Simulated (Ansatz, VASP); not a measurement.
## One calculation of Hg, two programs

```
Hg
1.0
     3.51980    0.00000    0.00000
    -1.75990    3.04824    0.00000
     0.00000    0.00000    4.81040
Hg
2
Direct
  0.66667 0.33333 0.75000
  0.33333 0.66667 0.25000
```

Alike in both runs: task single point; functional PBE; dispersion D3(BJ); k mesh 15 × 15 × 8; occupations gaussian, width 0.15 eV; no spin polarisation.

```csv
,VASP,Ansatz
version,VASP 6.6.1,Ansatz 0.2.0
potentials or method,"VASP PAW PBE potentials, release 64 (Hg), cutoff 520 eV","scalar-relativistic, plane waves, PAW"
valence electrons in the cell,24,40
```

```tsv
	VASP	Ansatz	Ansatz less VASP
gap on the k mesh at the Fermi level (eV)	none	none	-
pressure (GPa)	-0.1	-0.3	-0.21
traceless stress, the component that is largest in VASP (GPa)	-0.33	-0.43	-0.099
```

A gap of «none» marks a metal or a gap that the smearing closes. VASP's potentials hold 24 valence electrons a cell and Ansatz's 40, so a difference there can come from the potentials and not from the codes.

Spin-orbit coupling is off throughout.
